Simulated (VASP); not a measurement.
A run of VASP 6.6.1 is set up as follows.

File INCAR:

```
SYSTEM = V2O5
PREC     = Accurate       ! precision mode
ENCUT    = 600            ! plane-wave cutoff, eV
EDIFF    = 1E-6           ! SCF threshold, eV
ISMEAR   = 0              ! smearing method
SIGMA    = 0.02           ! smearing width, eV
LREAL    = .FALSE.        ! projectors in reciprocal space
LASPH    = .TRUE.         ! aspherical terms in the spheres
NELM     = 120            ! most SCF steps
ALGO     = Normal         ! electronic algorithm
ISIF     = 2              ! what is computed and relaxed
LWAVE    = .FALSE.        ! write WAVECAR
LCHARG   = .FALSE.        ! write CHGCAR
NBANDS   = 69             ! bands
GGA_COMPAT= .FALSE.
```

File KPOINTS:

```
regular mesh
0
G
  8 4 6
  0 0 0
```

File POSCAR:

```
V2O5
1.0
    3.5188712660      0.0000000000      0.0000000000
    0.0000000000     11.5966421023      0.0000000000
    0.0000000000      0.0000000000      3.9881549446
V O
4 10
Direct
    0.0000000000      0.8519073827      0.1052732048
    0.0000000000      0.1480926173      0.1052732048
    0.5000000000      0.3519073827      0.8947267952
    0.5000000000      0.6480926173      0.8947267952
    0.0000000000      0.8515018620      0.5022257183
    0.0000000000      0.1484981380      0.5022257183
    0.5000000000      0.3515018620      0.4977742817
    0.5000000000      0.6484981380      0.4977742817
    0.0000000000      0.6819713906      0.9958824394
    0.0000000000      0.3180286094      0.9958824394
    0.5000000000      0.1819713906      0.0041175606
    0.5000000000      0.8180286094      0.0041175606
    0.0000000000      0.0000000000      1.0112924165
    0.5000000000      0.5000000000     -0.0112924165
```

Potentials or basis: VASP PAW LDA potentials, release 64 (V_sv, O).

Command:

```console
$ cat potpaw_LDA.64/V_sv/POTCAR potpaw_LDA.64/O/POTCAR > POTCAR
$ mpirun -np 1 vasp_std > vasp.out
```

(1) Predict the largest force.

(2) What does it give for the pressure?

(3) Estimate the band gap on the k mesh.

## Answers

(1) 0.693 eV/Å.

(2) 1.9 GPa.

(3) 1.35 eV (least direct gap 1.86 eV).
